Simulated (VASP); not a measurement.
Here is a VASP 6.6.1 calculation.

Contents of INCAR:

```
SYSTEM = Ru
PREC = Accurate ; ENCUT = 520
EDIFF = 1E-6 ; ISMEAR = 0
SIGMA = 0.1 ; LREAL = .False.
LASPH = .True. ; NELM = 60
ALGO = Normal ; ISIF = 2
LWAVE = .False. ; LCHARG = .True.
GGA = PE ; LELF = .True.
LVHAR = .True. ; NBANDS = 13
```

The input KPOINTS:

```
regular mesh
0
Gamma
  18 18 18
  0 0 0
```

File POSCAR:

```
Ru
1.0
    0.0000000000      1.9665803723      1.9665803723
    1.9665803723      0.0000000000      1.9665803723
    1.9665803723      1.9665803723      0.0000000000
Ru
1
Direct
    0.0000000000      0.0000000000      0.0000000000
```

Potentials or basis: VASP PAW PBE potentials, release 64 (Ru_pv).

Launch:

```bash
$ cat potpaw_PBE.64/Ru_pv/POTCAR > POTCAR
$ mpirun -np 1 vasp_std > vasp.out
```

**Question.** Estimate the pressure.

**Answer.** -23.2 GPa.

**Question.** Predict the band gap on the k mesh.

**Answer.** Zero (band 7 reaches 12.66 eV, above the bottom of band 8 at 9.81 eV).
